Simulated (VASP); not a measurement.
A run of VASP 6.6.1:

File INCAR:

```
SYSTEM = HfO2
PREC = Accurate ; ENCUT = 520
EDIFF = 1E-6 ; ISMEAR = 0
SIGMA = 0.05 ; LREAL = .FALSE.
LASPH = .TRUE. ; NELM = 100
ALGO = Normal ; ISIF = 2
LWAVE = .FALSE. ; LCHARG = .FALSE.
GGA = PE ; NBANDS = 18
```

Contents of KPOINTS:

```
regular mesh
0
G
  14 14 14
  0 0 0
```

POSCAR

```
HfO2
1.0
    0.0000000000      2.5575000000      2.5575000000
    2.5575000000      0.0000000000      2.5575000000
    2.5575000000      2.5575000000      0.0000000000
Hf O
1 2
Direct
    0.0000000000      0.0000000000      0.0000000000
    0.2500000000      0.2500000000      0.2500000000
    0.7500000000      0.7500000000      0.7500000000
```

Potentials or basis: VASP PAW PBE potentials, release 64 (Hf_pv, O).

Launch:

```sh
$ cat potpaw_PBE.64/Hf_pv/POTCAR potpaw_PBE.64/O/POTCAR > POTCAR
$ mpirun -np 1 vasp_std > vasp.out
```

Hardware: 1 thread of Intel Xeon 8259CL, with other jobs on the host.

Question: How long does it take, and how much memory?

Answer: It took 77 s on 1 thread of Intel Xeon 8259CL, on a shared host, peak memory 0.2 GiB. Counts: scf iterations 13, k points 104.
